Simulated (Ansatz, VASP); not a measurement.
# Two plane-wave programs on WS2

```xyz
3
Lattice="1.5738 0.9086 6.5616 -1.5738 0.9086 6.5616 0.0000 -1.8173 6.5616" Properties=species:S:1:pos:R:3 pbc="T T T"
W     0.0000    0.0000   19.6715
S     0.0000    0.0000   14.7235
S     0.0000    0.0000   11.4961
```

Change from the starting cell: strain +0.000 along x and y, +0.030 along z, atoms carried along.

Alike in both runs: task single point; functional PBEsol; k mesh 12 × 12 × 12; occupations gaussian, width 0.05 eV; no spin polarisation.

|  | VASP | Ansatz |
| --- | --- | --- |
| version | VASP 6.6.1 | Ansatz 0.2.0 |
| potentials or method | VASP PAW PBE potentials, release 64 (W_sv, S), cutoff 520 eV | scalar-relativistic, plane waves, PAW |
| valence electrons in the cell | 26 | 26 |

|  | VASP | Ansatz | Ansatz less VASP |
| --- | --- | --- | --- |
| gap on the k mesh at the Fermi level (eV) | 1.27 | 1.26 | -0.013 |
| least direct gap on the mesh (eV) | 2.05 | 2.05 | -0.004 |
| pressure (GPa) | -4.7 | -4.8 | -0.09 |
| traceless stress, the component that is largest in VASP (GPa) | -3.60 | -3.61 | -0.012 |
| rms of the force components (eV/Å) | 0.410 | 0.419 | +0.0092 |

VASP's potentials were made for PBE, not for PBEsol. Atom by atom the forces differ by 0.009 eV/Å (rms over components).

Spin-orbit coupling is off throughout.
